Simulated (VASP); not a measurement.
EuFe3: single point with PBE

Crystal: EuFe3.

```
Eu Fe
1.0
     3.96284    0.00000    0.00000
     0.00000    3.96284    0.00000
     0.00000    0.00000    3.96284
Eu Fe
1 3
Direct
  0.00000 0.00000 0.00000
  0.00000 0.50000 0.50000
  0.50000 0.50000 0.00000
  0.50000 0.00000 0.50000
```

- Program: VASP 6.6.1
- Task: single point
- Functional: PBE
- Potentials or basis: VASP PAW PBE potentials, release 64 (Eu, Fe)
- Cutoff: 520 eV
- k mesh: 8 × 8 × 8
- Occupations: gaussian, width 0.05 eV
- Spin: collinear spin, ferrimagnetic start
- Starting moments: [7.15, -2.71, -2.71, -2.71] μB

| Property | Result |
| --- | --- |
| Pressure | -0.1 GPa |
| Net moment | -0.31 μB per cell |
| Site moments | Eu +6.48; Fe -2.42 μB |
| Valence electrons inside the program's atomic spheres | Eu 14.98; Fe 7.00 |

Levels at points of the mesh, in eV from the Fermi level:
Spin up:
```csv
k point,band 18,band 19,band 20,band 21,band 22,band 23,band 24,band 25
"(0.00, 0.00, 0.00)",-0.71,-0.05,-0.05,-0.05,1.22,1.22,1.47,1.56
"(0.50, 0.00, 0.00)",-0.51,-0.36,-0.21,-0.21,0.51,0.59,0.73,0.73
"(0.50, 0.50, 0.00)",-0.42,-0.28,-0.24,-0.08,-0.08,-0.06,0.29,0.70
"(0.50, 0.50, 0.50)",-0.36,0.17,0.17,0.20,0.20,0.20,0.20,1.43
```
Spin down:
| k point | band 17 | band 18 | band 19 | band 20 | band 21 | band 22 | band 23 | band 24 | band 25 | band 26 |
| --- | --- | --- | --- | --- | --- | --- | --- | --- | --- | --- |
| (0.00, 0.00, 0.00) | -1.17 | -0.78 | -0.78 | -0.78 | 2.69 | 2.69 | 2.69 | 2.85 | 2.85 | 3.68 |
| (0.50, 0.00, 0.00) | -1.77 | -1.77 | -1.77 | -1.51 | -0.78 | 2.11 | 2.11 | 2.47 | 3.58 | 3.81 |
| (0.50, 0.50, 0.00) | -2.05 | -2.05 | -1.84 | -1.51 | -0.93 | 1.20 | 1.20 | 3.30 | 3.30 | 3.86 |
| (0.50, 0.50, 0.50) | -1.01 | -1.01 | -1.01 | -0.73 | 1.58 | 1.58 | 1.58 | 2.35 | 2.35 | 2.35 |

Run time: 16 min on 1 thread of Oxide Virtual Turin-like Processor (shared host), peak memory 0.25 GiB.

Caveat: spin-orbit coupling is left out, which moves the levels of the heavy elements; semilocal functionals describe open f shells poorly, which spoils levels, moments and volumes. The state reached can hang on the start; a lower one may exist.
